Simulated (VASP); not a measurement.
# Pt (P6_3/mmc) in VASP: notebook, part 2 of 3

VASP 6.6.1.

### Step 3. Single point, LDA

The input, INCAR:

```
PREC = Accurate ; ENCUT = 520
EDIFF = 1E-6 ; ISMEAR = 0
SIGMA = 0.1 ; LREAL = False
LASPH = True ; NELM = 60
ALGO = Normal ; ISIF = 2
LWAVE = False ; LCHARG = True
GGA = CA ; LELF = True
LVHAR = True ; NBANDS = 17
```

The input, KPOINTS:

```
Automatic mesh
0
Gamma
  18 18 10
```

The input, POSCAR:

```
Pt
1.0
    2.7079582014      0.0000000000      0.0000000000
   -1.3539791007      2.3451605948      0.0000000000
    0.0000000000      0.0000000000      4.6781625695
Pt
2
Direct
    0.6666666667      0.3333333333      0.7500000000
    0.3333333333      0.6666666667      0.2500000000
```

Potentials or basis: VASP PAW LDA potentials, release 64 (Pt).

The run is started by

```console
$ cat potpaw_LDA.64/Pt/POTCAR > POTCAR
$ mpirun -np 1 vasp_std > vasp.out
```

OUTCAR:

```text
PREC = Accurate
   ENCUT = 520
   EDIFF = 1E-6
   ISMEAR = 0
   LREAL = False
   LASPH = True
   NELM = 60
   ISIF = 2
   GGA = CA

 ion  position               nearest neighbor table
   1  0.667  0.333  0.750-   2 2.81   2 2.81   2 2.81   2 2.81   2 2.81   2 2.81
   2  0.333  0.667  0.250-   1 2.81   1 2.81   1 2.81   1 2.81   1 2.81   1 2.81

  LATTYP: Found a hexagonal cell.
 ALAT       =     2.7079582014
 C/A-ratio  =     1.7275608490

  Lattice vectors:

 A1 = (   2.7079582014,   0.0000000000,   0.0000000000)
 A2 = (  -1.3539791007,   2.3451605948,   0.0000000000)
 A3 = (   0.0000000000,   0.0000000000,   4.6781625695)

Analysis of symmetry for initial positions (statically):
=====================================================================
 Subroutine PRICEL returns:
 Original cell was already a primitive cell.

 Routine SETGRP: Setting up the symmetry group for a
 hexagonal supercell.

 Subroutine GETGRP returns: Found 24 space group operations
 (whereof 12 operations were pure point group operations)
 out of a pool of 24 trial point group operations.

The static configuration has the point symmetry D_3d.
 The point group associated with its full space group is D_6h.

Analysis of symmetry for dynamics (positions and initial velocities):
=====================================================================
 Subroutine PRICEL returns:
 Original cell was already a primitive cell.

 Routine SETGRP: Setting up the symmetry group for a
 hexagonal supercell.

 Subroutine GETGRP returns: Found 24 space group operations
 (whereof 12 operations were pure point group operations)
 out of a pool of 24 trial point group operations.

The dynamic configuration has the point symmetry D_3d.
 The point group associated with its full space group is D_6h.

 Subroutine INISYM returns: Found 24 space group operations
 (whereof 12 operations are pure point group operations),
 and found     1 'primitive' translations

----------------------------------------------------------------------------------------

                                     Primitive cell

  volume of cell :      29.7091

  direct lattice vectors                    reciprocal lattice vectors
     2.707958201  0.000000000  0.000000000     0.369281919  0.213205015  0.000000000
    -1.353979101  2.345160595  0.000000000     0.000000000  0.426410030  0.000000000
     0.000000000  0.000000000  4.678162570     0.000000000  0.000000000  0.213759138

  length of vectors
     2.707958201  2.707958201  4.678162570     0.426410030  0.426410030  0.213759138

  position of ions in fractional coordinates (direct lattice)
     0.666666667  0.333333333  0.750000000
     0.333333333  0.666666667  0.250000000

  ion indices of the primitive-cell ions
   primitive index   ion index
                 1           1
                 2           2

----------------------------------------------------------------------------------------

 KPOINTS: Automatic mesh

Automatic generation of k-mesh.
 Grid dimensions read from file:
 generate k-points for:   18   18   10

 Generating k-lattice:

  Cartesian coordinates                     Fractional coordinates (reciprocal lattice)
     0.020515662  0.011844723  0.000000000     0.055555556  0.000000000  0.000000000
     0.000000000  0.023689446  0.000000000     0.000000000  0.055555556  0.000000000
     0.000000000  0.000000000  0.021375914     0.000000000  0.000000000  0.100000000

  Length of vectors
     0.023689446  0.023689446  0.021375914

  Shift w.r.t. Gamma in fractional coordinates (k-lattice)
     0.000000000  0.000000000  0.000000000

 Subroutine IBZKPT returns following result:
 ===========================================

 Found    222 irreducible k-points:

 Following reciprocal coordinates:
            Coordinates               Weight
  0.000000  0.000000  0.000000      1.000000
  0.055556  0.000000  0.000000      6.000000
  0.111111  0.000000  0.000000      6.000000
  0.166667  0.000000  0.000000      6.000000
  0.222222 -0.000000  0.000000      6.000000
  0.277778  0.000000  0.000000      6.000000
[... 16 lines left out ...]
  0.333333  0.111111  0.000000     12.000000
  0.388889  0.111111  0.000000     12.000000
 [... further k-points ...]
   k-points           NKPTS =    222   k-points in BZ     NKDIM =    222   number of bands    NBANDS=     17
   number of dos      NEDOS =    301   number of ions     NIONS =      2
   total plane-waves  NPLWV =  14400
   dimension x,y,z NGX =    20 NGY =   20 NGZ =   36
   dimension x,y,z NGXF=    40 NGYF=   40 NGZF=   72
   ions per type =               2
   NGX,Y,Z   is equivalent  to a cutoff of  12.28, 12.28, 12.79 a.u.
   NGXF,Y,Z  is equivalent  to a cutoff of  24.56, 24.56, 25.59 a.u.
 SYSTEM =  unknown system
   PREC   = accura    normal or accurate (medium, high low for compatibility)
   ISTART =      0    job   : 0-new  1-cont  2-samecut
   ICHARG =      2    charge: 1-file 2-atom 10-const
   ISPIN  =      1    spin polarized calculation?
   LNONCOLLINEAR =      F non collinear calculations
   LSORBIT =      F    spin-orbit coupling
   LASPH  =      T    aspherical Exc in radial PAW
   ENCUT  =  520.0 eV  38.22 Ry    6.18 a.u.   5.04  5.04  8.70*2*pi/ulx,y,z
   NELM   =     60;   NELMIN=  2; NELMDL= -5     # of ELM steps
   EDIFF  = 0.1E-05   stopping-criterion for ELM
   LREAL  =      F    real-space projection
   EDIFFG = 0.1E-04   stopping-criterion for IOM
   NSW    =      0    number of steps for IOM
   IBRION =     -1    ionic relax: 0-MD 1-quasi-New 2-CG
   NFREE  =      0    steps in history (QN), initial steepest desc. (CG)
   ISIF   =      2    stress and relaxation
   ISYM   =      2    0-nonsym 1-usesym 2-fastsym
   POTIM  = 0.5000    time-step for ionic-motion
   TEBEG  =    0.0;   TEEND  =   0.0 temperature during run
   PSTRESS=    0.0 pullay stress
   NELECT =      20.0000    total number of electrons
   NUPDOWN=      -1.0000    fix difference up-down
   EMIN   =  10.00;   EMAX   =-10.00  energy-range for DOS
   EFERMI =   0.00;   METHOD = LEGACY
   ISMEAR =     0;   SIGMA  =   0.10  broadening in eV -4-tet -1-fermi 0-gaus
   EFERMI_NEDOS =   21; number of points for ismear=-14 and -15
   IALGO  =     38    algorithm
   IMIX   =      4    mixing-type and parameters
     AMIX     =   0.40;   BMIX     =  1.00
     AMIX_MAG =   1.60;   BMIX_MAG =  1.00
  volume/ion in A,a.u.               =      14.85       100.24
  Fermi-wavevector in a.u.,A,eV,Ry     =   1.434790  2.711359 28.009241  2.058621
  Thomas-Fermi vector in A             =   2.554159
   LORBIT       =      0    0 simple, 1 ext, 2 COOP (PROOUT), +10 PAW based schemes
   GGA     = CA    functional components
   LHFCALC =     F    Hartree Fock is set to
   AEXX    =    0.0000 exact exchange contribution
   IVDW    =     0    specifies the selected vdW correction
   LEPSILON=     F    determine dielectric tensor
   LRPA    =     F    only Hartree local field effects (RPA)
 non-spin polarized calculation
 Gauss-broadening in eV      SIGMA  =   0.10
  energy-cutoff  :      520.00
  volume of cell :       29.71
 maximum number of plane-waves:       825
   NGX = 11   NGY = 11   NGZ = 17

 number of electron      20.0000001 magnetization

 Free energy of the ion-electron system (eV)
  ---------------------------------------------------
  ext. energy  EPLUGINS =         0.00000000
  ---------------------------------------------------
  free energy    TOTEN  =       -14.88900161 eV

  energy without entropy =      -14.87065620  energy(sigma->0) =      -14.87982891

 E-fermi :  11.4055     XC(G=0): -13.7711

 val. band max:       11.4029783107   @ k =   0.3333  -0.0000   0.1000
 cond. band min:      11.4085104943   @ k =   0.2222   0.1667   0.4000
 fundamental gap:      0.0055321837
 Fermi energy:        11.4055293864

 k-point     1 :       0.0000    0.0000    0.0000
  band No.  band energies     occupation
      1       1.0161      2.00000
      2       3.7168      2.00000
      3       7.0689      2.00000
      4       7.6128      2.00000
      5       7.6128      2.00000
      6       8.0284      2.00000
[... 9 lines left out ...]
     16      28.6720      0.00000
     17      32.9902      0.00000
[... 441 lines left out ...]
 k-point    24 :       0.3889    0.1111    0.0000
  band No.  band energies     occupation
      1       4.7324      2.00000
      2       4.8364      2.00000
      3       5.2809      2.00000
      4       7.6089      2.00000
      5       7.8069      2.00000
      6       7.8936      2.00000
[... 9 lines left out ...]
     16      24.1013      0.00000
     17      25.5499      0.00000

 [... further k-points ...]

------------------------ aborting loop because EDIFF is reached ----------------------------------------

  FORCE on cell =-STRESS in cart. coord.  units (eV):
  Direction    XX          YY          ZZ          XY          YZ          ZX
  --------------------------------------------------------------------------------------
  -------------------------------------------------------------------------------------
  Total        0.1759981      0.1759981      0.0641535      0.0000000     -0.0000000      0.0000000
  in kB        9.4913648      9.4913648      3.4597202      0.0000000     -0.0000000      0.0000000
  external PRESSURE =       7.4808166 kB  Pullay stress =       0.0000000 kB

 VOLUME and BASIS-vectors are now :
 -----------------------------------------------------------------------------
  energy-cutoff  :      520.00
  volume of cell :       29.71
      direct lattice vectors                 reciprocal lattice vectors
     2.707958201  0.000000000  0.000000000     0.369281919  0.213205015  0.000000000
    -1.353979101  2.345160595  0.000000000     0.000000000  0.426410030  0.000000000
     0.000000000  0.000000000  4.678162570     0.000000000  0.000000000  0.213759138

 POSITION                                       TOTAL-FORCE (eV/Angst)
 -----------------------------------------------------------------------------------
      1.35398      0.78172      3.50862         0.000000     -0.000000      0.000000
     -0.00000      1.56344      1.16954        -0.000000      0.000000      0.000000
 -----------------------------------------------------------------------------------
    total drift:                                0.000000     -0.000000      0.000000

  FREE ENERGIE OF THE ION-ELECTRON SYSTEM (eV)
  ---------------------------------------------------
  free  energy   TOTEN  =       -14.8890016144 eV

  energy  without entropy=      -14.8706561962  energy(sigma->0) =      -14.87982891
```

OSZICAR:

```text
N       E                     dE             d eps       ncg     rms          rms(c)
DAV:   1     0.101602135101E+03    0.10160E+03   -0.10597E+04  7564   0.114E+03
DAV:   2    -0.138480239987E+02   -0.11545E+03   -0.10987E+03  8146   0.249E+02
DAV:   3    -0.157470619782E+02   -0.18990E+01   -0.18722E+01  9244   0.318E+01
DAV:   4    -0.157564528405E+02   -0.93909E-02   -0.93891E-02  9056   0.232E+00
DAV:   5    -0.157565391765E+02   -0.86336E-04   -0.86335E-04  9321   0.231E-01    0.198E+01
DAV:   6    -0.149875185007E+02    0.76902E+00   -0.11400E+00  7854   0.954E+00    0.102E+01
DAV:   7    -0.148990233975E+02    0.88495E-01   -0.21762E-01  8897   0.413E+00    0.302E+00
DAV:   8    -0.148894500629E+02    0.95733E-02   -0.28187E-02  8224   0.144E+00    0.860E-01
DAV:   9    -0.148890018448E+02    0.44822E-03   -0.55439E-04  8677   0.207E-01    0.880E-02
DAV:  10    -0.148890008886E+02    0.95626E-06   -0.10079E-05  9387   0.226E-02    0.118E-02
DAV:  11    -0.148890016144E+02   -0.72588E-06   -0.95663E-07  5347   0.790E-03
   1 F= -.14889002E+02 E0= -.14879829E+02  d E =-.183454E-01
```

Wall time 86 s (1 thread of Intel Xeon Platinum 8375C at 2.90GHz (Ice Lake), shared host); peak memory 0.2 GiB.

What came out:

```
Free energy            : -14.8890 eV
Pressure               : 0.7 GPa
Band gap on the k mesh : zero (band 10 reaches 11.95 eV, above the bottom of band 11 at 10.54 eV)
```

Stress tensor (GPa, compression positive):
```
0.95 0.00 0.00
0.00 0.95 0.00
0.00 0.00 0.35
```

Caveat: spin-orbit coupling is left out, which moves the levels of the heavy elements.

### Step 4. Single point, LDA

The input, INCAR:

```
SYSTEM = Pt
ALGO     = Normal         ! electronic algorithm
EDIFF    = 1E-6           ! SCF threshold, eV
ENCUT    = 500            ! plane-wave cutoff, eV
GGA      = CA             ! functional
GGA_COMPAT= .False.      
ISIF     = 2              ! what is computed and relaxed
ISMEAR   = 0              ! smearing method
LASPH    = .True.         ! aspherical terms in the spheres
LCHARG   = .False.        ! write CHGCAR
LREAL    = .False.        ! projectors in reciprocal space
LWAVE    = .False.        ! write WAVECAR
NBANDS   = 25             ! bands
NELM     = 120            ! most SCF steps
PREC     = Accurate       ! precision mode
SIGMA    = 0.15           ! smearing width, eV
```

The input, KPOINTS:

```
k-points
0
Gamma
  12 12 8
  0 0 0
```

POSCAR is that of step 3.

Potentials or basis: VASP PAW LDA potentials, release 64 (Pt_sv_GW).

The run is started by

```console
$ cat potpaw_LDA.64/Pt_sv_GW/POTCAR > POTCAR
$ mpirun -np 1 vasp_std > vasp.out
```

OUTCAR:

```text
SYSTEM = Pt
   EDIFF = 1E-6
   ENCUT = 500
   GGA = CA
   ISIF = 2
   ISMEAR = 0
   LASPH = .True.
   LREAL = .False.
   NELM = 120
   PREC = Accurate

 ion  position               nearest neighbor table
   1  0.667  0.333  0.750-   2 2.81   2 2.81   2 2.81   2 2.81   2 2.81   2 2.81
   2  0.333  0.667  0.250-   1 2.81   1 2.81   1 2.81   1 2.81   1 2.81   1 2.81

  LATTYP: Found a hexagonal cell.
 ALAT       =     2.7079582014
 C/A-ratio  =     1.7275608490

  Lattice vectors:

 A1 = (   2.7079582014,   0.0000000000,   0.0000000000)
 A2 = (  -1.3539791007,   2.3451605948,   0.0000000000)
 A3 = (   0.0000000000,   0.0000000000,   4.6781625695)

Analysis of symmetry for initial positions (statically):
=====================================================================
 Subroutine PRICEL returns:
 Original cell was already a primitive cell.

 Routine SETGRP: Setting up the symmetry group for a
 hexagonal supercell.

 Subroutine GETGRP returns: Found 24 space group operations
 (whereof 12 operations were pure point group operations)
 out of a pool of 24 trial point group operations.

The static configuration has the point symmetry D_3d.
 The point group associated with its full space group is D_6h.
[... 160 lines left out ...]

  energy without entropy =      -14.48191500  energy(sigma->0) =      -14.50438187

 E-fermi :  10.7249     XC(G=0): -14.4671

 val. band max:       10.7244190857   @ k =   0.2500  -0.0000   0.0000
 cond. band min:      10.7358975235   @ k =   0.3333   0.1667   0.0000
 fundamental gap:      0.0114784379
 Fermi energy:        10.7249034685

 k-point     1 :       0.0000    0.0000    0.0000
  band No.  band energies     occupation
      1     -87.5349      2.00000
      2     -87.5078      2.00000
      3     -42.1050      2.00000
      4     -41.8126      2.00000
      5     -41.8126      2.00000
      6     -41.7610      2.00000
[... 661 lines left out ...]
     24      25.3695      0.00000
     25      26.7737      0.00000

 [... further k-points ...]

------------------------ aborting loop because EDIFF is reached ----------------------------------------

  FORCE on cell =-STRESS in cart. coord.  units (eV):
  Direction    XX          YY          ZZ          XY          YZ          ZX
  --------------------------------------------------------------------------------------
  -------------------------------------------------------------------------------------
  Total       -0.3730978     -0.3730978     -0.5230754      0.0000000      0.0000000      0.0000000
  in kB      -20.1207147    -20.1207147    -28.2088246      0.0000000      0.0000000      0.0000000
  external PRESSURE =     -22.8167514 kB  Pullay stress =       0.0000000 kB

 VOLUME and BASIS-vectors are now :
 -----------------------------------------------------------------------------
  energy-cutoff  :      500.00
  volume of cell :       29.71
      direct lattice vectors                 reciprocal lattice vectors
     2.707958201  0.000000000  0.000000000     0.369281919  0.213205015  0.000000000
    -1.353979101  2.345160595  0.000000000     0.000000000  0.426410030  0.000000000
     0.000000000  0.000000000  4.678162570     0.000000000  0.000000000  0.213759138

 POSITION                                       TOTAL-FORCE (eV/Angst)
 -----------------------------------------------------------------------------------
      1.35398      0.78172      3.50862        -0.000000     -0.000000      0.000000
     -0.00000      1.56344      1.16954         0.000000      0.000000      0.000000
 -----------------------------------------------------------------------------------
    total drift:                                0.000000     -0.000000      0.000000

  FREE ENERGIE OF THE ION-ELECTRON SYSTEM (eV)
  ---------------------------------------------------
  free  energy   TOTEN  =       -14.5268487446 eV

  energy  without entropy=      -14.4819150003  energy(sigma->0) =      -14.50438187
```

OSZICAR:

```text
N       E                     dE             d eps       ncg     rms          rms(c)
DAV:   1     0.406485077427E+03    0.40649E+03   -0.26773E+04  5302   0.156E+03
DAV:   2    -0.382298170057E+01   -0.41031E+03   -0.40100E+03  5610   0.583E+02
DAV:   3    -0.168239654811E+02   -0.13001E+02   -0.12860E+02  5567   0.100E+02
DAV:   4    -0.168983740066E+02   -0.74409E-01   -0.74313E-01  5550   0.776E+00
DAV:   5    -0.168987149912E+02   -0.34098E-03   -0.34089E-03  5677   0.496E-01    0.990E+01
DAV:   6    -0.146457963688E+02    0.22529E+01   -0.44004E+00  5075   0.171E+01    0.506E+01
DAV:   7    -0.145561940738E+02    0.89602E-01   -0.74081E-01  5743   0.611E+00    0.102E+01
DAV:   8    -0.145269433032E+02    0.29251E-01   -0.98343E-02  5110   0.299E+00    0.647E-01
DAV:   9    -0.145268889074E+02    0.54396E-04   -0.23372E-03  5312   0.369E-01    0.224E-01
DAV:  10    -0.145268486459E+02    0.40261E-04   -0.54044E-05  5456   0.875E-02    0.125E-01
DAV:  11    -0.145268487446E+02   -0.98613E-07   -0.14955E-06  3821   0.107E-02
   1 F= -.14526849E+02 E0= -.14504382E+02  d E =-.449337E-01
```

stdout:

```text
POSCAR found type information on POSCAR Pt
 POSCAR found :  1 types and       2 ions
 scaLAPACK will be used
 LDA part: xc-table for (Slater(with rela. corr.)+CA(PZ))
 , standard interpolation
 POSCAR, INCAR and KPOINTS ok, starting setup
 FFT: planning ... GRIDC
 FFT: planning ... GRID_SOFT
 FFT: planning ... GRID
 WAVECAR not read
 entering main loop
```

It took 22 s on 1 thread of Intel Xeon 6975P-C (Granite Rapids), shared host; peak memory 0.16 GiB.

What came out:

- Free energy: -14.5268 eV
- Pressure: -2.3 GPa
- Band gap on the k mesh: zero (band 18 reaches 11.28 eV, above the bottom of band 19 at 9.85 eV)

Caveat: spin-orbit coupling is left out, which moves the levels of the heavy elements.

(Part 2 of 3 ends here.)
